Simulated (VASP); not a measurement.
# KCl (Sylvite) (Fm-3m) in VASP: notebook, part 2 of 2

VASP 6.6.1.

### Step 4. Phonons, PBEsol+D4

This run uses another cell than the first one, of 24.92 Å³/atom, 0.800 times its volume.

File INCAR:

```
PREC     = Accurate       # precision mode
ENCUT    = 520            # plane-wave cutoff, eV
EDIFF    = 1E-8           # SCF threshold, eV
ISMEAR   = -1             # smearing method
SIGMA    = 0.025          # smearing width, eV
LREAL    = F              # projectors in reciprocal space
LASPH    = T              # aspherical terms in the spheres
NELM     = 80             # most SCF steps
ALGO     = Normal         # electronic algorithm
ISIF     = 2              # what is computed and relaxed
LWAVE    = F              # write WAVECAR
LCHARG   = T              # write CHGCAR
GGA      = PS             # functional
IVDW     = 13             # dispersion correction
IBRION   = 6              # ionic algorithm
NFREE    = 2            
POTIM    = 0.015          # step
NSW      = 1              # ionic steps
```

File KPOINTS:

```
regular mesh
0
Gamma
  8 8 8
```

File POSCAR:

```
KCl
1.0
    0.0000000000      2.9209240035      2.9209240035
    2.9209240035      0.0000000000      2.9209240035
    2.9209240035      2.9209240035      0.0000000000
K Cl
1 1
Direct
    0.0000000000      0.0000000000      0.0000000000
    0.5000000000      0.5000000000      0.5000000000
```

Potentials or basis: VASP PAW PBE potentials, release 64 (K_sv, Cl).

The run is started by

```bash
$ cat potpaw_PBE.64/K_sv/POTCAR potpaw_PBE.64/Cl/POTCAR > POTCAR
$ mpirun -np 1 vasp_std > vasp.out
```

OUTCAR:

```text
PREC = Accurate
   ENCUT = 520
   EDIFF = 1E-8
   ISMEAR = -1
   LREAL = F
   LASPH = T
   NELM = 80
   ISIF = 2
   GGA = PS
   IVDW = 13
   IBRION = 6
   NFREE = 2
   POTIM = 0.015
   NSW = 1

 ion  position               nearest neighbor table
   1  0.000  0.000  0.000-   2 2.92   2 2.92   2 2.92   2 2.92   2 2.92   2 2.92
   2  0.500  0.500  0.500-   1 2.92   1 2.92   1 2.92   1 2.92   1 2.92   1 2.92

  LATTYP: Found a face centered cubic cell.
[... 763 lines left out ...]
  x     0.00000     0.00000     0.00000     0.00000     0.00000     0.00000
  y     0.00000     0.00000     0.00000     0.00000     0.00000     0.00000
  z     0.00000     0.00000     0.00000     0.00000     0.00000     0.00000

 INTERNAL STRAIN TENSOR FOR ION    2 for displacements in x,y,z  (eV/Angst):
          X           Y           Z          XY          YZ          ZX
  --------------------------------------------------------------------------------
  x     0.00000     0.00000     0.00000     0.00000     0.00000     0.00000
  y     0.00000     0.00000     0.00000     0.00000     0.00000     0.00000
  z     0.00000     0.00000     0.00000     0.00000     0.00000     0.00000

 Eigenvectors and eigenvalues of the dynamical matrix
 ----------------------------------------------------

   1 f  =    6.414768 THz    40.305178 2PiTHz  213.973641 cm-1    26.529338 meV
             X         Y         Z           dx          dy          dz
      0.000000  0.000000  0.000000     0.000000    0.000000   -0.689295
      2.920924  2.920924  2.920924     0.000000   -0.000000    0.724481
[... 21 lines left out ...]
   6 f/i=    0.002736 THz     0.017193 2PiTHz    0.091274 cm-1     0.011317 meV
             X         Y         Z           dx          dy          dz
      0.000000  0.000000  0.000000     0.038638    0.371303   -0.620897
      2.920924  2.920924  2.920924     0.036762    0.353270   -0.590742

 ELASTIC MODULI CONTR FROM IONIC RELAXATION (kBar)
 Direction    XX          YY          ZZ          XY          YZ          ZX
 --------------------------------------------------------------------------------
 XX           0.0000      0.0000      0.0000      0.0000      0.0000      0.0000
 YY           0.0000      0.0000      0.0000      0.0000      0.0000      0.0000
 ZZ           0.0000      0.0000      0.0000      0.0000      0.0000      0.0000
 XY           0.0000      0.0000      0.0000      0.0000      0.0000      0.0000
 YZ           0.0000      0.0000      0.0000      0.0000      0.0000      0.0000
 ZX           0.0000      0.0000      0.0000      0.0000      0.0000      0.0000
 --------------------------------------------------------------------------------
```

It took 2.1 min on 1 thread of Oxide Virtual Turin-like, shared host; peak memory 0.18 GiB.

What came out:

| Property | Result |
| --- | --- |
| Highest phonon frequency at Γ, LO-TO splitting left out | 214 cm⁻¹ |
| Dispersion energy per atom | -0.081 eV |

Phonon frequencies in cm⁻¹ (negative: imaginary):
```csv
q point,frequencies
"(0.000, 0.000, 0.000)",0 0 0 214 214 214
```

Caveat: the cell wasn't relaxed at this level first, which shifts response properties; the PAW data sets were made with another functional, which shifts forces and pressure a little.

### Step 5. Density of states, BLYP+D3(BJ), non-collinear spin, typed start

File POSCAR:

```
KCl
1.0
    0.0000000000      3.1464700000      3.1464700000
    3.1464700000      0.0000000000      3.1464700000
    3.1464700000      3.1464700000      0.0000000000
K Cl
1 1
Direct
    0.0000000000      0.0000000000      0.0000000000
    0.5000000000      0.5000000000      0.5000000000
```

File INCAR.step1:

```
AGGAC = 1.0
AGGAX = 1.0
ALDAC = 0.0
ALDAX = 1.0
ALGO = Normal
EDIFF = 1E-6
ENCUT = 520
GGA = B5
ISIF = 2
ISMEAR = 0
IVDW = 12
LASPH = T
LCHARG = T
LNONCOLLINEAR = T
LREAL = F
LWAVE = F
MAGMOM = 0 0 0.5 0 0 0
NBANDS = 28
NELM = 150
PREC = Accurate
SIGMA = 0.01
VDW_A1 = 0.4298
VDW_A2 = 4.2359
VDW_S6 = 1.0
VDW_S8 = 2.6996
```

File KPOINTS.step1:

```
k-points
0
Gamma
  7 7 7
```

File INCAR.step2:

```
AGGAC = 1.0
AGGAX = 1.0
ALDAC = 0.0
ALDAX = 1.0
ALGO = Normal
EDIFF = 1E-6
ENCUT = 520
GGA = B5
ICHARG = 11
ISIF = 2
ISMEAR = -5
IVDW = 12
LASPH = T
LCHARG = F
LNONCOLLINEAR = T
LORBIT = 11
LREAL = F
LWAVE = F
MAGMOM = 0 0 0.5 0 0 0
NBANDS = 28
NEDOS = 2001
NELM = 150
PREC = Accurate
SIGMA = 0.01
VDW_A1 = 0.4298
VDW_A2 = 4.2359
VDW_S6 = 1.0
VDW_S8 = 2.6996
```

File KPOINTS.step2:

```
k-points
0
Gamma
  11 11 11
```

The run is started by

```bash
$ cat potpaw_PBE.64/K_sv/POTCAR potpaw_PBE.64/Cl/POTCAR > POTCAR
$ cp INCAR.step1 INCAR
$ cp KPOINTS.step1 KPOINTS
$ mpirun -np 1 vasp_ncl > vasp.out
$ cp INCAR.step2 INCAR
$ cp KPOINTS.step2 KPOINTS
$ mpirun -np 1 vasp_ncl > vasp.out
```

Run time: 18 min. Hardware: 1 thread of Oxide Virtual Turin-like, shared host; peak memory 0.65 GiB.

It converged, with:

* Net moment: 0.00 μB per cell
* Valence electrons inside the program's atomic spheres: K 7.53; Cl 5.17
* Dispersion energy per atom: -0.450 eV

Levels at points of the mesh, in eV from the valence-band top:
| k point | band 14 | band 15 | band 16 | band 17 | band 18 | band 19 |
| --- | --- | --- | --- | --- | --- | --- |
| (0.00, 0.00, 0.00) | 0.00 | 0.00 | 0.00 | 5.18 | 5.18 | 8.30 |

Moments on the atoms (μB; x, y, z):
```
K   0.00 0.00 0.00
Cl  0.00 0.00 0.00
```

Caveat: the PAW data sets were made with another functional, which shifts forces and pressure a little.
